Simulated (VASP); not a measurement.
# Sb (R-3m) in VASP: notebook, part 2 of 2

VASP 6.6.1. The steps go on from the part before.

## 3. Single point, r2SCAN (31.94 Å³/atom)

This run uses another cell than the first one, of 31.94 Å³/atom.

Input file POSCAR:

```
Sb
1.0
    2.1719791506      1.2539927473      3.9085416670
   -2.1719791506      1.2539927473      3.9085416670
    0.0000000000     -2.5079854945      3.9085416670
Sb
2
Direct
    0.2307637824      0.2307637824      0.2307637824
    0.7692362176      0.7692362176      0.7692362176
```

Input file INCAR.step1:

```
PREC     = Accurate       # precision mode
ENCUT    = 520            # plane-wave cutoff, eV
ISMEAR   = 0              # smearing method
SIGMA    = 0.05           # smearing width, eV
LREAL    = False          # projectors in reciprocal space
LASPH    = True           # aspherical terms in the spheres
NELM     = 60             # most SCF steps
NBANDS   = 12             # bands
GGA      = PE             # functional
ALGO     = Normal         # electronic algorithm
EDIFF    = 1E-4           # SCF threshold, eV
LWAVE    = True           # write WAVECAR
LCHARG   = False          # write CHGCAR
```

Input file INCAR.step2:

```
PREC     = Accurate       # precision mode
ENCUT    = 520            # plane-wave cutoff, eV
EDIFF    = 1E-6           # SCF threshold, eV
ISMEAR   = 0              # smearing method
SIGMA    = 0.05           # smearing width, eV
LREAL    = False          # projectors in reciprocal space
LASPH    = True           # aspherical terms in the spheres
NELM     = 60             # most SCF steps
ALGO     = Normal         # electronic algorithm
ISIF     = 2              # what is computed and relaxed
LWAVE    = False          # write WAVECAR
LCHARG   = True           # write CHGCAR
METAGGA  = R2SCAN         # meta-GGA
LMIXTAU  = True         
LELF     = True           # ELF
LVHAR    = True         
NBANDS   = 12             # bands
ISTART   = 1
```

Input file KPOINTS:

```
Automatic mesh
0
Gamma
  12 12 12
```

Potentials or basis: VASP PAW PBE potentials, release 64 (Sb).

Command:

```
$ cat potpaw_PBE.64/Sb/POTCAR > POTCAR
$ cp INCAR.step1 INCAR
$ mpirun -np 1 vasp_std > vasp.out
$ cp INCAR.step2 INCAR
$ mpirun -np 1 vasp_std > vasp.out
```

OUTCAR:

```text
PREC = Accurate
   ENCUT = 520
   EDIFF = 1E-6
   ISMEAR = 0
   LREAL = False
   LASPH = True
   NELM = 60
   ISIF = 2
   METAGGA = R2SCAN
   ISTART = 1

 ion  position               nearest neighbor table
   1  0.231  0.231  0.231-   2 2.92   2 2.92   2 2.92   2 3.48   2 3.48   2 3.48
   2  0.769  0.769  0.769-   1 2.92   1 2.92   1 2.92   1 3.48   1 3.48   1 3.48

  LATTYP: Found a trigonal (rhomboedric) cell.
 ALAT       =     4.6439949616
 COS(alpha) =     0.5625203863

  Lattice vectors:

 A1 = (   2.1719791506,   1.2539927473,   3.9085416670)
 A2 = (  -2.1719791506,   1.2539927473,   3.9085416670)
 A3 = (   0.0000000000,  -2.5079854945,   3.9085416670)

Analysis of symmetry for initial positions (statically):
=====================================================================
 Subroutine PRICEL returns:
 Original cell was already a primitive cell.

 Routine SETGRP: Setting up the symmetry group for a
 trigonal (rhombohedral) supercell.

 Subroutine GETGRP returns: Found 12 space group operations
 (whereof 12 operations were pure point group operations)
 out of a pool of 12 trial point group operations.

The static configuration has the point symmetry D_3d.

Analysis of symmetry for dynamics (positions and initial velocities):
[... 165 lines left out ...]

 k-point     1 :       0.0000    0.0000    0.0000
  band No.  band energies     occupation
      1      -6.4134      2.00000
      2       1.4623      2.00000
      3       4.3471      2.00000
      4       4.7036      2.00000
      5       4.7036      2.00000
      6       8.4288      0.00000
      7       9.1842      0.00000
      8       9.1842      0.00000
      9      12.2270      0.00000
     10      12.2270      0.00000
     11      12.4426      0.00000
     12      13.7723      0.00000
[... 331 lines left out ...]
 k-point    24 :      -0.4167    0.1667   -0.0000
  band No.  band energies     occupation
      1      -3.9196      2.00000
      2      -3.0859      2.00000
      3       2.7572      2.00000
      4       4.1087      2.00000
      5       4.8693      2.00000
      6       7.6204      0.00000
      7       7.9013      0.00000
      8       9.6640      0.00000
      9      13.3499      0.00000
     10      14.1092      0.00000
     11      14.6987      0.00000
     12      16.6219      0.00000

 [... further k-points ...]
[... 5 lines left out ...]
  --------------------------------------------------------------------------------------
  -------------------------------------------------------------------------------------
  Total       -0.0605426     -0.0605426     -0.1059545      0.0000000     -0.0000000     -0.0000000
  in kB       -1.5186398     -1.5186398     -2.6577438      0.0000000     -0.0000000     -0.0000000
  external PRESSURE =      -1.8983411 kB  Pullay stress =       0.0000000 kB

 VOLUME and BASIS-vectors are now :
 -----------------------------------------------------------------------------
  energy-cutoff  :      520.00
  volume of cell :       63.87
      direct lattice vectors                 reciprocal lattice vectors
     2.171979151  1.253992747  3.908541667     0.230204788  0.132908796  0.085283300
    -2.171979151  1.253992747  3.908541667    -0.230204788  0.132908796  0.085283300
     0.000000000 -2.507985495  3.908541667     0.000000000 -0.265817593  0.085283300

 POSITION                                       TOTAL-FORCE (eV/Angst)
 -----------------------------------------------------------------------------------
      0.00000      0.00000      2.70585         0.000000      0.000000      0.053068
      0.00000      0.00000      9.01978         0.000000     -0.000000     -0.053068
 -----------------------------------------------------------------------------------
    total drift:                               -0.000000     -0.000000     -0.000000

  FREE ENERGIE OF THE ION-ELECTRON SYSTEM (eV)
  ---------------------------------------------------
  free  energy   TOTEN  =       -51.3918591665 eV

  energy  without entropy=      -51.3916062723  energy(sigma->0) =      -51.39173272
```

OUTCAR.step1:

```text
PREC = Accurate
   ENCUT = 520
   ISMEAR = 0
   LREAL = False
   LASPH = True
[... 582 lines left out ...]
      0.00000      0.00000      2.70585         0.000000      0.000000      0.221913
      0.00000      0.00000      9.01978         0.000000     -0.000000     -0.221913
 -----------------------------------------------------------------------------------
    total drift:                               -0.000000     -0.000000     -0.000000

  FREE ENERGIE OF THE ION-ELECTRON SYSTEM (eV)
  ---------------------------------------------------
  free  energy   TOTEN  =        -8.2676243756 eV

  energy  without entropy=       -8.2673102853  energy(sigma->0) =       -8.26746733
```

OSZICAR.step1:

```text
N       E                     dE             d eps       ncg     rms          rms(c)
DAV:   1     0.339388070764E+02    0.33939E+02   -0.35295E+03  4536   0.649E+02
DAV:   2    -0.633794319940E+01   -0.40277E+02   -0.38809E+02  5880   0.105E+02
DAV:   3    -0.825378117910E+01   -0.19158E+01   -0.19055E+01  5680   0.254E+01
DAV:   4    -0.827060427667E+01   -0.16823E-01   -0.16821E-01  5220   0.288E+00
DAV:   5    -0.827082620388E+01   -0.22193E-03   -0.22193E-03  5612   0.360E-01    0.288E+00
DAV:   6    -0.826852594289E+01    0.23003E-02   -0.33222E-03  5360   0.364E-01    0.174E+00
DAV:   7    -0.826747027479E+01    0.10557E-02   -0.77825E-03  5296   0.554E-01    0.780E-02
DAV:   8    -0.826758598046E+01   -0.11571E-03   -0.32572E-04  5588   0.106E-01    0.286E-02
DAV:   9    -0.826762437558E+01   -0.38395E-04   -0.54211E-05  3620   0.444E-02
   1 F= -.82676244E+01 E0= -.82674673E+01  d E =-.314090E-03
```

Wall time 3.3 min (1 thread of Intel Xeon 6975P-C (Granite Rapids), shared host); peak memory 0.29 GiB.

What came out:

```yaml
Free_energy: -51.3919 eV
Pressure: -0.2 GPa
Largest_force: 0.053 eV/Å
Band_gap_on_the_k_mesh: zero (bands 5 and 6 overlap by 0.13 eV)
```

Forces in eV/Å, atoms in the order of the input:
```
Sb   0.000  0.000  0.053
Sb   0.000  0.000 -0.053
```

Levels at points of the mesh, in eV from the Fermi level:
| k point | band 1 | band 2 | band 3 | band 4 | band 5 | band 6 | band 7 | band 8 | band 9 | band 10 |
| --- | --- | --- | --- | --- | --- | --- | --- | --- | --- | --- |
| (0.00, 0.00, 0.00) | -13.04 | -5.16 | -2.27 | -1.92 | -1.92 | 1.81 | 2.56 | 2.56 | 5.61 | 5.61 |
| (0.50, 0.00, 0.00) | -10.72 | -9.82 | -2.28 | -2.22 | -0.37 | -0.14 | 0.31 | 0.79 | 7.72 | 8.06 |
| (0.50, 0.50, 0.00) | -10.73 | -8.42 | -5.33 | -3.80 | -3.70 | 1.68 | 4.80 | 5.73 | 6.72 | 8.87 |
| (0.50, 0.50, 0.50) | -11.75 | -9.00 | -1.49 | -1.49 | -0.42 | 0.34 | 0.34 | 1.36 | 7.08 | 8.74 |

Caveat: the PAW data sets were made with another functional, which shifts forces and pressure a little; spin-orbit coupling is left out, which moves the levels of the heavy elements.

## 4. Single point, r2SCAN

This run uses another cell than the first one, of 32.06 Å³/atom.

Input file POSCAR:

```
Sb
1.0
    2.1732464686      1.2547244337      3.9196631550
   -2.1732464686      1.2547244337      3.9196631550
    0.0000000000     -2.5094488673      3.9196631550
Sb
2
Direct
    0.2305470752      0.2305470752      0.2305470752
    0.7694529248      0.7694529248      0.7694529248
```

Input file INCAR.step1:

```
  PREC = Accurate
  ENCUT = 520
  ISMEAR = 0
  SIGMA = 0.05
  LREAL = False
  LASPH = True
  NELM = 80
  NBANDS = 12
  GGA = PE
  ALGO = Normal
  EDIFF = 1E-4
  LWAVE = True
  LCHARG = False
```

Input file INCAR.step2:

```
  PREC = Accurate
  ENCUT = 520
  EDIFF = 1E-6
  ISMEAR = 0
  SIGMA = 0.05
  LREAL = False
  LASPH = True
  NELM = 80
  ALGO = Normal
  ISIF = 2
  LWAVE = False
  LCHARG = False
  METAGGA = R2SCAN
  LMIXTAU = True
  NBANDS = 12
  ISTART = 1
```

Input file KPOINTS:

```
regular mesh
0
Gamma
  12 12 12
```

Command:

```
$ cat potpaw_PBE.64/Sb/POTCAR > POTCAR
$ cp INCAR.step1 INCAR
$ mpirun -np 1 vasp_std > vasp.out
$ cp INCAR.step2 INCAR
$ mpirun -np 1 vasp_std > vasp.out
```

Run time: 3.1 min. Hardware: 1 thread of Intel Xeon 6975P-C (Granite Rapids), shared host; peak memory 0.29 GiB.

The run converged. Its results:

```yaml
Free_energy: -51.3911 eV
Pressure: -0.3 GPa
Largest_force: 0.054 eV/Å
Band_gap_on_the_k_mesh: zero (bands 5 and 6 overlap by 0.13 eV)
```

Forces on the atoms (eV/Å):
```
Sb   0.000  0.000  0.054
Sb   0.000  0.000 -0.054
```

Stress tensor (GPa, compression positive):
```
-0.27  0.00  0.00
 0.00 -0.27  0.00
 0.00  0.00 -0.36
```

Levels at points of the mesh, in eV from the Fermi level:
| k point | band 1 | band 2 | band 3 | band 4 | band 5 | band 6 | band 7 | band 8 | band 9 | band 10 |
| --- | --- | --- | --- | --- | --- | --- | --- | --- | --- | --- |
| (0.00, 0.00, 0.00) | -13.01 | -5.18 | -2.27 | -1.91 | -1.91 | 1.79 | 2.55 | 2.55 | 5.62 | 5.62 |
| (0.50, 0.00, 0.00) | -10.71 | -9.80 | -2.28 | -2.23 | -0.37 | -0.14 | 0.32 | 0.82 | 7.70 | 8.03 |
| (0.50, 0.50, 0.00) | -10.72 | -8.42 | -5.30 | -3.77 | -3.68 | 1.68 | 4.78 | 5.73 | 6.68 | 8.87 |
| (0.50, 0.50, 0.50) | -11.75 | -8.97 | -1.49 | -1.49 | -0.43 | 0.36 | 0.36 | 1.36 | 7.06 | 8.72 |

Caveat: the PAW data sets were made with another functional, which shifts forces and pressure a little; spin-orbit coupling is left out, which moves the levels of the heavy elements.

## 5. Overview

| cell | gap on the mesh (eV) | pressure (GPa) | largest force (eV/Å) |
| --- | --- | --- | --- |
| a = 4.617 Å, angles 56.0°, 2 atoms, atomic positions A | none | 0.1 | 0.05 |
| a = 4.644 Å, angles 55.8°, 2 atoms, atomic positions B | none | -0.2 | 0.05 |
| a = 4.654 Å, angles 55.7°, 2 atoms, atomic positions B | none | -0.3 | 0.05 |

Alike in all rows: task single point; level r2SCAN; potentials or basis VASP PAW PBE potentials, release 64 (Sb); no spin polarisation; k mesh 12 × 12 × 12; cutoff (eV) 520; smearing gaussian 0.05 eV.

Caveats: the PAW data sets were made with another functional, which shifts forces and pressure a little; spin-orbit coupling is left out, which moves the levels of the heavy elements.

Total energies depend on the potentials used, so only differences within one code and one set of settings carry meaning.
